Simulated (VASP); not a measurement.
# Sb (Pm-3m) in VASP: further runs, part 2 of 2

VASP 6.6.1. The steps go on from the part before.

### Step 3. Relaxation of cell and atoms, PBEsol, target pressure 12 GPa, at which the enthalpy is minimised

This run uses another cell than the first one, of 25.00 Å³/atom, 1.087 times its volume.

INCAR

```
ALGO = Normal
EDIFF = 1E-7
EDIFFG = -0.008
ENCUT = 600
GGA = PS
IBRION = 2
ISIF = 3
ISMEAR = 0
LASPH = True
LCHARG = False
LREAL = False
LWAVE = False
NELM = 80
NSW = 70
PREC = Accurate
PSTRESS = 120.0
SIGMA = 0.1
```

KPOINTS

```
k-points
0
Gamma
  14 14 14
```

POSCAR

```
Sb
1.0
    2.9239463592      0.0000000000      0.0000000000
    0.0000000000      2.9239463592      0.0000000000
    0.0000000000      0.0000000000      2.9239463592
Sb
1
Direct
    0.0000000000      0.0000000000      0.0000000000
```

Potentials or basis: VASP PAW PBE potentials, release 64 (Sb).

Run with:

```console
> cat potpaw_PBE.64/Sb/POTCAR > POTCAR
> mpirun -np 1 vasp_std > vasp.out
```

OUTCAR:

```text
EDIFF = 1E-7
   EDIFFG = -0.008
   ENCUT = 600
   GGA = PS
   IBRION = 2
   ISIF = 3
   ISMEAR = 0
   LASPH = True
   LREAL = False
   NELM = 80
   NSW = 70
   PREC = Accurate
   PSTRESS = 120.0

 ion  position               nearest neighbor table
   1  0.000  0.000  0.000-

  LATTYP: Found a simple cubic cell.
 ALAT       =     2.9239463592

  Lattice vectors:

 A1 = (   2.9239463592,   0.0000000000,   0.0000000000)
 A2 = (   0.0000000000,   2.9239463592,   0.0000000000)
 A3 = (   0.0000000000,   0.0000000000,   2.9239463592)

Analysis of symmetry for initial positions (statically):
=====================================================================
 Subroutine PRICEL returns:
 Original cell was already a primitive cell.

 Routine SETGRP: Setting up the symmetry group for a
 simple cubic supercell.

 Subroutine GETGRP returns: Found 48 space group operations
 (whereof 48 operations were pure point group operations)
 out of a pool of 48 trial point group operations.

The static configuration has the point symmetry O_h .

Analysis of symmetry for dynamics (positions and initial velocities):
=====================================================================
 Subroutine PRICEL returns:
 Original cell was already a primitive cell.

 Routine SETGRP: Setting up the symmetry group for a
 simple cubic supercell.

 Subroutine GETGRP returns: Found 48 space group operations
 (whereof 48 operations were pure point group operations)
 out of a pool of 48 trial point group operations.

The dynamic configuration has the point symmetry O_h .

 Subroutine INISYM returns: Found 48 space group operations
 (whereof 48 operations are pure point group operations),
 and found     1 'primitive' translations

----------------------------------------------------------------------------------------

                                     Primitive cell

  volume of cell :      24.9982
[... 109 lines left out ...]
  Fermi-wavevector in a.u.,A,eV,Ry     =   0.957404  1.809232 12.471416  0.916623
  Thomas-Fermi vector in A             =   2.086419
   LORBIT       =      0    0 simple, 1 ext, 2 COOP (PROOUT), +10 PAW based schemes
   GGA     = PS    functional components
   LHFCALC =     F    Hartree Fock is set to
   AEXX    =    0.0000 exact exchange contribution
   IVDW    =     0    specifies the selected vdW correction
   LEPSILON=     F    determine dielectric tensor
   LRPA    =     F    only Hartree local field effects (RPA)
 conjugate gradient relaxation of ions
 non-spin polarized calculation
 Gauss-broadening in eV      SIGMA  =   0.10
  energy-cutoff  :      600.00
  volume of cell :       25.00
 maximum number of plane-waves:       858
 NGX is ok and might be reduce to    24
   NGX = 11   NGY = 11   NGZ = 11

 number of electron       4.9999999 magnetization

 Free energy of the ion-electron system (eV)
  ---------------------------------------------------
  ext. energy  EPLUGINS =         0.00000000
  ---------------------------------------------------
  free energy    TOTEN  =        -4.41570519 eV

  energy without entropy =       -4.41361548  energy(sigma->0) =       -4.41466033

 E-fermi :   9.3891     XC(G=0): -10.5156

 val. band max:        9.3665818617   @ k =   0.2857   0.2143   0.0714
 cond. band min:       9.4301639757   @ k =   0.5000   0.2857   0.2857
 fundamental gap:      0.0635821141
 Fermi energy:         9.3891450879

 k-point     1 :       0.0000    0.0000    0.0000
  band No.  band energies     occupation
      1      -4.5080      2.00000
      2      13.1065      0.00000
      3      13.1065      0.00000
      4      13.1065      0.00000
      5      16.5594      0.00000
      6      16.5594      0.00000
[... 199 lines left out ...]
 k-point    24 :       0.3571    0.2143    0.0000
  band No.  band energies     occupation
      1      -1.6305      2.00000
      2       5.0554      2.00000
      3       9.8986      0.00000
      4      15.8746      0.00000
      5      16.5775      0.00000
      6      19.4921      0.00000

 [... further k-points ...]

------------------------ aborting loop because EDIFF is reached ----------------------------------------

  FORCE on cell =-STRESS in cart. coord.  units (eV):
  Direction    XX          YY          ZZ          XY          YZ          ZX
  --------------------------------------------------------------------------------------
  -------------------------------------------------------------------------------------
  Total        1.8671426      1.8671426      1.8671426      0.0000000      0.0000000      0.0000000
  in kB      119.6685030    119.6685030    119.6685030      0.0000000      0.0000000      0.0000000
  external PRESSURE =      -0.3314970 kB  Pullay stress =     120.0000000 kB

 VOLUME and BASIS-vectors are now :
 -----------------------------------------------------------------------------
  energy-cutoff  :      600.00
  volume of cell :       25.00
      direct lattice vectors                 reciprocal lattice vectors
     2.923946359  0.000000000  0.000000000     0.342003538  0.000000000  0.000000000
     0.000000000  2.923946359  0.000000000     0.000000000  0.342003538  0.000000000
     0.000000000  0.000000000  2.923946359     0.000000000  0.000000000  0.342003538

 POSITION                                       TOTAL-FORCE (eV/Angst)
 -----------------------------------------------------------------------------------
      0.00000      0.00000      0.00000         0.000000      0.000000      0.000000
 -----------------------------------------------------------------------------------
    total drift:                               -0.000000      0.000000      0.000000

  FREE ENERGIE OF THE ION-ELECTRON SYSTEM (eV)
  ---------------------------------------------------
  free  energy   TOTEN  =        -4.4157051916 eV

  energy  without entropy=       -4.4136154772  energy(sigma->0) =       -4.41466033

  enthalpy is  TOTEN    =        -2.5433904061 eV   P V=        1.8723147854

 reached required accuracy - stopping structural energy minimisation
```

OSZICAR:

```text
N       E                     dE             d eps       ncg     rms          rms(c)
DAV:   1     0.101209211213E+02    0.10121E+02   -0.18780E+03  1446   0.632E+02
DAV:   2    -0.419092565836E+01   -0.14312E+02   -0.13305E+02  2046   0.818E+01
DAV:   3    -0.442316858544E+01   -0.23224E+00   -0.22770E+00  1776   0.113E+01
DAV:   4    -0.442420181080E+01   -0.10332E-02   -0.10332E-02  2052   0.953E-01
DAV:   5    -0.442420425440E+01   -0.24436E-05   -0.24439E-05  1854   0.358E-02    0.259E+00
DAV:   6    -0.441880719291E+01    0.53971E-02   -0.71484E-04  1800   0.208E-01    0.158E+00
DAV:   7    -0.441570514148E+01    0.31021E-02   -0.15534E-03  1680   0.323E-01    0.381E-02
DAV:   8    -0.441570454390E+01    0.59758E-06   -0.50268E-05  1692   0.560E-02    0.116E-02
DAV:   9    -0.441570514062E+01   -0.59672E-06   -0.30821E-06  2022   0.142E-02    0.305E-03
DAV:  10    -0.441570519156E+01   -0.50943E-07   -0.57287E-07  1722   0.511E-03
   1 F= -.25433904E+01 E0= -.25423455E+01  d E =-.254339E+01
```

Run time: 16 s. Hardware: 1 thread of Intel Xeon 8259CL, shared host; peak memory 0.15 GiB.

Results:

| Property | Result |
| --- | --- |
| Free energy | -4.4157 eV |
| Pressure after relaxing | 12.0 GPa |

Final structure:
```xyz
1
Lattice="2.9239 0.0000 0.0000 0.0000 2.9239 0.0000 0.0000 0.0000 2.9239" Properties=species:S:1:pos:R:3 pbc="T T T"
Sb    0.0000    0.0000    0.0000
```

Levels at points of the mesh, in eV from the Fermi level:
```csv
k point,band 1,band 2,band 3,band 4,band 5,band 6
"(0.00, 0.00, 0.00)",-13.90,3.72,3.72,3.72,7.17,7.17
"(0.50, 0.00, 0.00)",-10.76,-6.91,6.38,6.38,9.63,10.98
"(0.50, 0.50, 0.00)",-7.34,-4.38,-4.38,1.43,9.25,13.75
"(0.50, 0.50, 0.50)",-3.35,-1.97,-1.97,-1.97,4.57,4.57
```

Caveat: the relaxation stopped at its first step, so nothing moved; the cell is relaxed towards a set pressure, so the enthalpy falls and the energy may rise; the PAW data sets were made with another functional, which shifts forces and pressure a little; spin-orbit coupling is left out, which moves the levels of the heavy elements.

### Step 4. Relaxation of cell and atoms, PBEsol, target pressure 90 GPa, at which the enthalpy is minimised

This run uses another cell than the first one, of 18.59 Å³/atom, 0.808 times its volume.

INCAR

```
PREC = Accurate
ENCUT = 600
EDIFF = 1E-7
ISMEAR = 0
SIGMA = 0.1
LREAL = F
LASPH = T
NELM = 100
ALGO = Normal
ISIF = 3
LWAVE = F
LCHARG = F
GGA = PS
IBRION = 2
NSW = 70
EDIFFG = -0.008
PSTRESS = 900.0
```

KPOINTS

```
regular mesh
0
Gamma
  16 16 16
```

POSCAR

```
Sb
1.0
    2.6489213574      0.0000000000      0.0000000000
    0.0000000000      2.6489213574      0.0000000000
    0.0000000000      0.0000000000      2.6489213574
Sb
1
Direct
    0.0000000000      0.0000000000      0.0000000000
```

Run with:

```console
> cat potpaw_PBE.64/Sb/POTCAR > POTCAR
> mpirun -np 1 vasp_std > vasp.out
```

Wall time 79 s (1 thread of Intel Xeon 8259CL, shared host); peak memory 0.17 GiB.

It converged, with:

```
Free energy                                            : -2.5903 eV
Relaxed volume                                         : 17.90 Å³/atom
Relaxed cell                                           : a = 2.616 Å, b = 2.616 Å, c = 2.616 Å, α = 90.00°, β = 90.00°, γ = 90.00°
Space group after relaxing (to 0.05 Å)                 : Pm-3m (No. 221)
Energy change on relaxing (the enthalpy is what falls) : +354.9 meV/atom
Ionic steps                                            : 5
Pressure after relaxing                                : 90.0 GPa
```

The path:
```csv
step,energy change (eV),largest force (eV/Å),pressure (GPa),volume (Å³)
1,0.0000,0.0000,75.80,18.59
2,3.3651,0.0000,211.44,14.50
3,0.3164,0.0000,88.51,17.97
4,0.3474,0.0000,89.74,17.91
5,0.3549,0.0000,90.04,17.90
```

Final structure:
```cif
data_structure
_symmetry_space_group_name_H-M 'P 1'
_symmetry_Int_Tables_number 1
_cell_length_a 2.6159
_cell_length_b 2.6159
_cell_length_c 2.6159
_cell_angle_alpha 90.000
_cell_angle_beta 90.000
_cell_angle_gamma 90.000
_cell_volume 17.90
loop_
_atom_site_label
_atom_site_type_symbol
_atom_site_fract_x
_atom_site_fract_y
_atom_site_fract_z
_atom_site_occupancy
Sb1 Sb 0.00000 0.00000 0.00000 1
```

Levels at points of the mesh, in eV from the Fermi level:
| k point | band 1 | band 2 | band 3 | band 4 | band 5 | band 6 |
| --- | --- | --- | --- | --- | --- | --- |
| (0.00, 0.00, 0.00) | -17.87 | 4.23 | 4.23 | 4.23 | 7.53 | 7.53 |
| (0.50, 0.00, 0.00) | -12.96 | -10.28 | 8.52 | 8.52 | 10.69 | 10.77 |
| (0.50, 0.50, 0.00) | -7.38 | -6.62 | -6.62 | -0.37 | 14.12 | 14.12 |
| (0.50, 0.50, 0.50) | -2.99 | -2.99 | -2.99 | -0.30 | 3.81 | 3.81 |

Caveat: the cell is relaxed towards a set pressure, so the enthalpy falls and the energy may rise; the PAW data sets were made with another functional, which shifts forces and pressure a little; spin-orbit coupling is left out, which moves the levels of the heavy elements.

### Step 5. Overview

| cell | k mesh | gap on the mesh (eV) | pressure (GPa) |
| --- | --- | --- | --- |
| relaxed to 25 GPa from a = 2.844 Å, 1 atom | 14 × 14 × 14 | none | 25.0 |
| relaxed to 12 GPa from a = 2.924 Å, 1 atom | 14 × 14 × 14 | none | 12.0 |
| relaxed to 90 GPa from a = 2.649 Å, 1 atom | 16 × 16 × 16 | none | 90.0 |

Alike in all rows: task relaxation of cell and atoms; level PBEsol; potentials or basis VASP PAW PBE potentials, release 64 (Sb); no spin polarisation; cutoff (eV) 600; smearing gaussian 0.1 eV.

Caveats: the cell is relaxed towards a set pressure, so the enthalpy falls and the energy may rise; the PAW data sets were made with another functional, which shifts forces and pressure a little; spin-orbit coupling is left out, which moves the levels of the heavy elements; the relaxation stopped at its first step, so nothing moved (some runs).

Absolute energies hang on the potentials; compare differences alone.
